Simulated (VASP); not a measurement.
# Ni (P6/mmm) in VASP: a series of runs

Runs on Ni. Level: RPBE. Tasks: single point, relaxation of cell and atoms.

All numbers are computed with VASP 6.6.1; they aren't measurements. Logs are shortened: lines on timing, memory, paths and dates and some standing lists are left out, and cuts for length are marked.

### Step 1. The cell of the first run

Symmetry: P6/mmm, No. 191, hexagonal system. The conventional cell has a = 4.187 Å, b = 4.187 Å, c = 2.520 Å, α = 90.00°, β = 90.00°, γ = 120.00°. Within 3.3 Å of Ni (site symmetry 6/mmm) lie 14 Ni at 2.52 to 2.73 Å. Ni (site symmetry -6m2) has 11 Ni at 2.42 to 2.73 Å within 3.2 Å.

### Step 2. Single point, RPBE (volume scaled by 1.12)

INCAR

```
PREC = Accurate ; ENCUT = 520
EDIFF = 1E-7 ; ISMEAR = -1
SIGMA = 0.1 ; LREAL = F
LASPH = T ; NELM = 100
ALGO = Normal ; ISIF = 2
LWAVE = F ; LCHARG = T
GGA = RP ; LELF = T
LVHAR = T ; NBANDS = 22
```

KPOINTS

```
Automatic mesh
0
Gamma
  10 10 15
```

POSCAR

```
Ni
1.0
    4.1873040561      0.0000000000      0.0000000000
   -2.0936520281      3.6263116860      0.0000000000
    0.0000000000      0.0000000000      2.5204365277
Ni
3
Direct
    0.0000000000      1.0000000000      0.0000000000
    0.3333333333      0.6666666667      0.5000000000
    0.6666666667      0.3333333333      0.5000000000
```

Potentials or basis: VASP PAW PBE potentials, release 64 (Ni).

The run is started by

```
> cat potpaw_PBE.64/Ni/POTCAR > POTCAR
> mpirun -np 1 vasp_std > vasp.out
```

OUTCAR:

```text
PREC = Accurate
   ENCUT = 520
   EDIFF = 1E-7
   ISMEAR = -1
   LREAL = F
   LASPH = T
   NELM = 100
   ISIF = 2
   GGA = RP

 ion  position               nearest neighbor table
   1  0.000  0.000  0.000-   2 2.73   3 2.73   2 2.73   3 2.73   3 2.73   3 2.73   2 2.73   2 2.73
                             3 2.73   3 2.73   2 2.73   2 2.73
   2  0.333  0.667  0.500-   3 2.42   3 2.42   3 2.42   1 2.73   1 2.73   1 2.73   1 2.73   1 2.73
                             1 2.73
   3  0.667  0.333  0.500-   2 2.42   2 2.42   2 2.42   1 2.73   1 2.73   1 2.73   1 2.73   1 2.73
                             1 2.73

  LATTYP: Found a hexagonal cell.
 ALAT       =     4.1873040561
 C/A-ratio  =     0.6019234557

  Lattice vectors:

 A1 = (   4.1873040561,   0.0000000000,   0.0000000000)
 A2 = (  -2.0936520281,   3.6263116860,   0.0000000000)
 A3 = (   0.0000000000,   0.0000000000,   2.5204365277)

Analysis of symmetry for initial positions (statically):
=====================================================================
 Subroutine PRICEL returns:
 Original cell was already a primitive cell.

 Routine SETGRP: Setting up the symmetry group for a
 hexagonal supercell.

 Subroutine GETGRP returns: Found 24 space group operations
 (whereof 24 operations were pure point group operations)
 out of a pool of 24 trial point group operations.

The static configuration has the point symmetry D_6h.

Analysis of symmetry for dynamics (positions and initial velocities):
=====================================================================
 Subroutine PRICEL returns:
 Original cell was already a primitive cell.

 Routine SETGRP: Setting up the symmetry group for a
 hexagonal supercell.

 Subroutine GETGRP returns: Found 24 space group operations
 (whereof 24 operations were pure point group operations)
 out of a pool of 24 trial point group operations.

The dynamic configuration has the point symmetry D_6h.

 Subroutine INISYM returns: Found 24 space group operations
 (whereof 24 operations are pure point group operations),
 and found     1 'primitive' translations

----------------------------------------------------------------------------------------

                                     Primitive cell

  volume of cell :      38.2715

[... 80 lines left out ...]
 SYSTEM =  unknown system
   PREC   = accura    normal or accurate (medium, high low for compatibility)
   ISTART =      0    job   : 0-new  1-cont  2-samecut
   ICHARG =      2    charge: 1-file 2-atom 10-const
   ISPIN  =      1    spin polarized calculation?
   LNONCOLLINEAR =      F non collinear calculations
   LSORBIT =      F    spin-orbit coupling
   LASPH  =      T    aspherical Exc in radial PAW
   ENCUT  =  520.0 eV  38.22 Ry    6.18 a.u.   7.79  7.79  4.69*2*pi/ulx,y,z
   NELM   =    100;   NELMIN=  2; NELMDL= -5     # of ELM steps
   EDIFF  = 0.1E-06   stopping-criterion for ELM
   LREAL  =      F    real-space projection
   EDIFFG = 0.1E-05   stopping-criterion for IOM
   NSW    =      0    number of steps for IOM
   IBRION =     -1    ionic relax: 0-MD 1-quasi-New 2-CG
   NFREE  =      0    steps in history (QN), initial steepest desc. (CG)
   ISIF   =      2    stress and relaxation
   ISYM   =      2    0-nonsym 1-usesym 2-fastsym
   POTIM  = 0.5000    time-step for ionic-motion
   TEBEG  =    0.0;   TEEND  =   0.0 temperature during run
   PSTRESS=    0.0 pullay stress
   NELECT =      30.0000    total number of electrons
   NUPDOWN=      -1.0000    fix difference up-down
   EMIN   =  10.00;   EMAX   =-10.00  energy-range for DOS
   EFERMI =   0.00;   METHOD = LEGACY
   ISMEAR =    -1;   SIGMA  =   0.10  broadening in eV -4-tet -1-fermi 0-gaus
   EFERMI_NEDOS =   21; number of points for ismear=-14 and -15
   IALGO  =     38    algorithm
   IMIX   =      4    mixing-type and parameters
     AMIX     =   0.40;   BMIX     =  1.00
     AMIX_MAG =   1.60;   BMIX_MAG =  1.00
  volume/ion in A,a.u.               =      12.76        86.09
  Fermi-wavevector in a.u.,A,eV,Ry     =   1.509466  2.852478 31.000723  2.278489
  Thomas-Fermi vector in A             =   2.619785
   LORBIT       =      0    0 simple, 1 ext, 2 COOP (PROOUT), +10 PAW based schemes
   GGA     = RP    functional components
   LHFCALC =     F    Hartree Fock is set to
   AEXX    =    0.0000 exact exchange contribution
   IVDW    =     0    specifies the selected vdW correction
   LEPSILON=     F    determine dielectric tensor
   LRPA    =     F    only Hartree local field effects (RPA)
 non-spin polarized calculation
  energy-cutoff  :      520.00
  volume of cell :       38.27
 maximum number of plane-waves:      1046
 NGX is ok and might be reduce to    32
   NGX = 15   NGY = 15   NGZ =  9

 number of electron      29.9999996 magnetization

 Free energy of the ion-electron system (eV)
  ---------------------------------------------------
  ext. energy  EPLUGINS =         0.00000000
  ---------------------------------------------------
  free energy    TOTEN  =       -14.31314350 eV

  energy without entropy =      -14.02002440  energy(sigma->0) =      -14.16658395

 E-fermi :   7.3010     XC(G=0): -12.2023

 val. band max:        7.3004053715   @ k =   0.3000  -0.0000   0.4000
 cond. band min:       7.3024931624   @ k =   0.5000  -0.0000   0.2667
 fundamental gap:      0.0020877909
 Fermi energy:         7.3009771342

 k-point     1 :       0.0000    0.0000    0.0000
  band No.  band energies     occupation
      1      -0.5043      2.00000
      2       4.2261      2.00000
      3       5.1255      2.00000
      4       5.1255      2.00000
      5       5.1541      2.00000
      6       5.1541      2.00000
[... 589 lines left out ...]
     21      21.5315      0.00000
     22      22.4539      0.00000

 [... further k-points ...]
[... 5 lines left out ...]
  --------------------------------------------------------------------------------------
  -------------------------------------------------------------------------------------
  Total       -3.4831889     -3.4831889     -3.3754088      0.0000000      0.0000000      0.0000000
  in kB     -145.8183612   -145.8183612   -141.3063122      0.0000000      0.0000000      0.0000000
  external PRESSURE =    -144.3143449 kB  Pullay stress =       0.0000000 kB

 VOLUME and BASIS-vectors are now :
 -----------------------------------------------------------------------------
  energy-cutoff  :      520.00
  volume of cell :       38.27
      direct lattice vectors                 reciprocal lattice vectors
     4.187304056  0.000000000  0.000000000     0.238817145  0.137881143  0.000000000
    -2.093652028  3.626311686  0.000000000     0.000000000  0.275762286  0.000000000
     0.000000000  0.000000000  2.520436528     0.000000000  0.000000000  0.396756669

 POSITION                                       TOTAL-FORCE (eV/Angst)
 -----------------------------------------------------------------------------------
      0.00000      0.00000      0.00000         0.000000      0.000000      0.000000
     -0.00000      2.41754      1.26022         0.000000      0.000000      0.000000
      2.09365      1.20877      1.26022        -0.000000      0.000000     -0.000000
 -----------------------------------------------------------------------------------
    total drift:                               -0.000000      0.000000     -0.000000

  FREE ENERGIE OF THE ION-ELECTRON SYSTEM (eV)
  ---------------------------------------------------
  free  energy   TOTEN  =       -14.3131435019 eV

  energy  without entropy=      -14.0200243999  energy(sigma->0) =      -14.16658395
```

OSZICAR:

```text
N       E                     dE             d eps       ncg     rms          rms(c)
DAV:   1     0.171674358714E+03    0.17167E+03   -0.13723E+04  4984   0.187E+03
DAV:   2    -0.937169780918E+01   -0.18105E+03   -0.17177E+03  4952   0.315E+02
DAV:   3    -0.168247366642E+02   -0.74530E+01   -0.70661E+01  5444   0.890E+01
DAV:   4    -0.169209489884E+02   -0.96212E-01   -0.96158E-01  6170   0.917E+00
DAV:   5    -0.169235913448E+02   -0.26424E-02   -0.26422E-02  5794   0.132E+00    0.142E+01
DAV:   6    -0.157990353210E+02    0.11246E+01   -0.24160E+01  5264   0.813E+01    0.133E+01
DAV:   7    -0.165601432215E+02   -0.76111E+00   -0.17992E+01  5828   0.822E+01    0.211E+01
DAV:   8    -0.143205935617E+02    0.22395E+01   -0.70371E+00  5758   0.437E+01    0.210E+00
DAV:   9    -0.143201310931E+02    0.46247E-03   -0.31018E-01  5168   0.702E+00    0.907E-01
DAV:  10    -0.143134011471E+02    0.67299E-02   -0.20925E-02  6000   0.234E+00    0.317E-01
DAV:  11    -0.143131454421E+02    0.25571E-03   -0.24163E-03  6462   0.877E-01    0.860E-02
DAV:  12    -0.143131476493E+02   -0.22071E-05   -0.30487E-04  7126   0.284E-01    0.497E-02
DAV:  13    -0.143131455300E+02    0.21193E-05   -0.50326E-05  6192   0.129E-01    0.121E-02
DAV:  14    -0.143131442361E+02    0.12939E-05   -0.37472E-06  5548   0.223E-02    0.371E-03
DAV:  15    -0.143131435057E+02    0.73033E-06   -0.19447E-07  3894   0.529E-03    0.943E-04
DAV:  16    -0.143131435019E+02    0.38599E-08   -0.35394E-08  3046   0.316E-03
   1 F= -.14313144E+02 E0= -.14166584E+02  d E =-.293119E+00
```

Run time: 64 s. Hardware: 1 thread of Intel Xeon Platinum 8259CL at 2.50GHz (Skylake/Cascade Lake), shared host; peak memory 0.2 GiB.

What came out:

```
Free energy            : -14.3131 eV
Pressure               : -14.4 GPa
Band gap on the k mesh : zero (band 15 reaches 7.59 eV, above the bottom of band 16 at 7.13 eV)
```

Stress tensor (GPa, compression positive):
```
-14.58   0.00   0.00
  0.00 -14.58   0.00
  0.00   0.00 -14.13
```

Caveat: the cell differs from its parent crystal (volume scaled by 1.12); the PAW data sets were made with another functional, which shifts forces and pressure a little; the run has no spin polarisation, though such a crystal can be magnetic. Spin polarisation is off, so any magnetic state and its effect on volume and gap are missing.

### Step 3. Single point, RPBE

This run uses another cell than the first one, of 11.39 Å³/atom, 0.893 times its volume.

INCAR

```
SYSTEM = Ni
PREC = Accurate
ENCUT = 520
EDIFF = 1E-6
ISMEAR = -1
SIGMA = 0.1
LREAL = .False.
LASPH = .True.
NELM = 100
ALGO = Normal
ISIF = 2
LWAVE = .False.
LCHARG = .False.
GGA = RP
NBANDS = 22
```

KPOINTS

```
Automatic mesh
0
Gamma
  12 12 17
  0 0 0
```

POSCAR

```
Ni
1.0
    4.0320739648      0.0000000000      0.0000000000
   -2.0160369824      3.4918784835      0.0000000000
    0.0000000000      0.0000000000      2.4269998947
Ni
3
Direct
    0.0000000000      1.0000000000      0.0000000000
    0.3333333333      0.6666666667      0.5000000000
    0.6666666667      0.3333333333      0.5000000000
```

Potentials or basis: VASP PAW PBE potentials, release 64 (Ni).

The run is started by

```
> cat potpaw_PBE.64/Ni/POTCAR > POTCAR
> mpirun -np 1 vasp_std > vasp.out
```

Wall time 1.7 min (1 thread of Intel Xeon Platinum 8259CL at 2.50GHz (Skylake/Cascade Lake), shared host); peak memory 0.21 GiB.

The run converged. Its results:

```
Free energy            : -14.5185 eV
Pressure               : 0.2 GPa
Band gap on the k mesh : zero (band 15 reaches 9.11 eV, above the bottom of band 16 at 8.56 eV)
```

Stress tensor (GPa, compression positive):
```
0.25 0.00 0.00
0.00 0.25 0.00
0.00 0.00 0.08
```

Levels at points of the mesh, in eV from the Fermi level:
| k point | band 12 | band 13 | band 14 | band 15 | band 16 | band 17 | band 18 | band 19 | band 20 | band 21 |
| --- | --- | --- | --- | --- | --- | --- | --- | --- | --- | --- |
| (0.00, 0.00, 0.00) | -0.99 | -0.93 | -0.93 | 0.05 | 0.05 | 6.12 | 6.12 | 6.13 | 6.13 | 8.24 |
| (0.50, 0.00, 0.00) | -0.40 | -0.23 | -0.22 | -0.19 | -0.12 | 0.09 | 0.26 | 6.24 | 15.30 | 15.34 |

Caveat: the PAW data sets were made with another functional, which shifts forces and pressure a little; the run has no spin polarisation, though such a crystal can be magnetic.

### Step 4. Single point, RPBE, collinear spin, ferromagnetic start

This run uses another cell than the first one, of 11.45 Å³/atom, 0.898 times its volume.

INCAR

```
  ALGO = Normal
  EDIFF = 1E-6
  ENCUT = 520
  GGA = RP
  ISIF = 2
  ISMEAR = -1
  ISPIN = 2
  LASPH = T
  LCHARG = F
  LMAXMIX = 4
  LORBIT = 11
  LREAL = F
  LWAVE = F
  MAGMOM = 0.673 0.722 0.722
  NBANDS = 26
  NELM = 150
  PREC = Accurate
  SIGMA = 0.05
```

KPOINTS

```
k-points
0
Gamma
  12 12 17
```

POSCAR

```
Ni
1.0
    4.0294883907      0.0000000000      0.0000000000
   -2.0147441954      3.4896393106      0.0000000000
    0.0000000000      0.0000000000      2.4432183929
Ni
3
Direct
    0.0000000000      0.0000000000      0.0000000000
    0.3333333333      0.6666666667      0.5000000000
    0.6666666667      0.3333333333      0.5000000000
```

The run is started by

```
> cat potpaw_PBE.64/Ni/POTCAR > POTCAR
> mpirun -np 1 vasp_std > vasp.out
```

Run time: 2.1 min. Hardware: 1 thread of Intel Xeon 6975P-C (Granite Rapids), shared host; peak memory 0.3 GiB.

The run converged. Its results:

| Property | Result |
| --- | --- |
| Free energy | -14.5289 eV |
| Pressure | 0.2 GPa |
| Net moment | 1.93 μB per cell |
| Site moments | Ni +0.63, +0.67 μB |
| Valence electrons inside the program's atomic spheres | Ni 9.18, 9.26 |

Stress tensor (GPa, compression positive):
```
0.14 0.00 0.00
0.00 0.14 0.00
0.00 0.00 0.27
```

Levels at points of the mesh, in eV from the Fermi level:
Spin up:
```tsv
k point	band 12	band 13	band 14	band 15	band 16	band 17	band 18	band 19	band 20	band 21
(0.00, 0.00, 0.00)	-1.49	-1.48	-1.48	-0.48	-0.48	5.85	5.85	5.88	5.88	8.01
(0.50, 0.00, 0.00)	-0.93	-0.77	-0.77	-0.71	-0.71	-0.53	0.18	5.90	15.14	15.18
```
Spin down:
| k point | band 10 | band 11 | band 12 | band 13 | band 14 | band 15 | band 16 | band 17 | band 18 | band 19 |
| --- | --- | --- | --- | --- | --- | --- | --- | --- | --- | --- |
| (0.00, 0.00, 0.00) | -1.28 | -0.84 | -0.84 | -0.78 | -0.78 | 0.24 | 0.24 | 6.09 | 6.09 | 6.09 |
| (0.50, 0.00, 0.00) | -0.74 | -0.70 | -0.24 | -0.05 | -0.03 | -0.02 | 0.09 | 0.10 | 0.30 | 6.28 |

Caveat: the PAW data sets were made with another functional, which shifts forces and pressure a little.

### Step 5. Relaxation of cell and atoms, RPBE

This run uses another cell than the first one, of 10.94 Å³/atom, 0.858 times its volume.

INCAR

```
SYSTEM = Ni
PREC = Accurate ; ENCUT = 600
EDIFF = 1E-7 ; ISMEAR = -1
SIGMA = 0.1 ; LREAL = .FALSE.
LASPH = .TRUE. ; NELM = 80
ALGO = Normal ; ISIF = 3
LWAVE = .FALSE. ; LCHARG = .FALSE.
GGA = RP ; IBRION = 2
NSW = 80 ; EDIFFG = -0.01
```

KPOINTS

```
regular mesh
0
G
  9 9 13
  0 0 0
```

POSCAR

```
Ni
1.0
    3.9540713024      0.0000000000      0.0000000000
   -1.9770356512      3.4243261962      0.0000000000
    0.0000000000      0.0000000000      2.4238457083
Ni
3
Direct
    0.0000000000      0.0000000000      0.0000000000
    0.3333333333      0.6666666667      0.5000000000
    0.6666666667      0.3333333333      0.5000000000
```

The run is started by

```
> cat potpaw_PBE.64/Ni/POTCAR > POTCAR
> mpirun -np 1 vasp_std > vasp.out
```

Run time: 2.5 min. Hardware: 1 thread of AMD EPYC 7R13, shared host; peak memory 0.19 GiB.

Results (log left out):

```yaml
Free_energy: -14.5139 eV
Relaxed_volume: 11.40 Å³/atom
Relaxed_cell: a = 4.033 Å, b = 4.033 Å, c = 2.428 Å, α = 90.00°, β = 90.00°, γ = 120.00°
Space_group_after_relaxing_to_0.05_Å: P6/mmm (No. 191)
Energy_gained_by_relaxing: 13.4 meV/atom
Ionic_steps: 4
Pressure_after_relaxing: 0.0 GPa
Band_gap_on_the_k_mesh: zero (band 15 reaches 9.08 eV, above the bottom of band 16 at 8.55 eV)
```

Stress tensor (GPa, compression positive):
```
 0.06  0.00  0.00
 0.00  0.06  0.00
 0.00  0.00 -0.09
```

The path:
```csv
step,energy change (eV),largest force (eV/Å),pressure (GPa),volume (Å³)
1,0.0000,0.0000,7.92,32.82
2,-0.0174,0.0000,-5.59,35.45
3,-0.0392,0.0000,-0.35,34.28
4,-0.0403,0.0000,0.01,34.20
```

Final structure:
```yaml
crystal:
  lattice:
    - [4.03313, 0.00000, 0.00000]
    - [-2.01656, 3.49279, 0.00000]
    - [0.00000, 0.00000, 2.42764]
  atoms:
    - { symbol: Ni, position: [0.00000, 0.00000, 0.00000] }
    - { symbol: Ni, position: [0.33333, 0.66667, 0.50000] }
    - { symbol: Ni, position: [0.66667, 0.33333, 0.50000] }
```

Levels at points of the mesh, in eV from the Fermi level:
```
           k point  band 14  band 15  band 16  band 17  band 18  band 19
(0.00, 0.00, 0.00)    -0.93     0.05     0.05     6.12     6.12     6.13
```

Caveat: the PAW data sets were made with another functional, which shifts forces and pressure a little; the run has no spin polarisation, though such a crystal can be magnetic. Spin polarisation is off, so any magnetic state and its effect on volume and gap are missing.

### Step 6. The runs side by side

| task | spin | cell | k mesh | cutoff (eV) | smearing | gap on the mesh (eV) | pressure (GPa) |
| --- | --- | --- | --- | --- | --- | --- | --- |
| single point | off | a = 4.187, b = 4.187, c = 2.520 Å, angles 90.0, 90.0, 120.0°, 3 atoms | 10 × 10 × 15 | 520 | fermi-dirac 0.1 eV | none | -14.4 |
| single point | off | a = 4.032, b = 4.032, c = 2.427 Å, angles 90.0, 90.0, 120.0°, 3 atoms | 12 × 12 × 17 | 520 | fermi-dirac 0.1 eV | none | 0.2 |
| single point | collinear, ferromagnetic start | a = 4.029, b = 4.029, c = 2.443 Å, angles 90.0, 90.0, 120.0°, 3 atoms | 12 × 12 × 17 | 520 | fermi-dirac 0.05 eV | none | 0.2 |
| relaxation of cell and atoms | off | relaxed from a = 3.954, b = 3.954, c = 2.424 Å, angles 90.0, 90.0, 120.0°, 3 atoms | 9 × 9 × 13 | 600 | fermi-dirac 0.1 eV | none | 0.0 |

Alike in all rows: level RPBE; potentials or basis VASP PAW PBE potentials, release 64 (Ni).

Caveats: the PAW data sets were made with another functional, which shifts forces and pressure a little.

Total energies depend on the potentials used, so only differences within one code and one set of settings carry meaning.
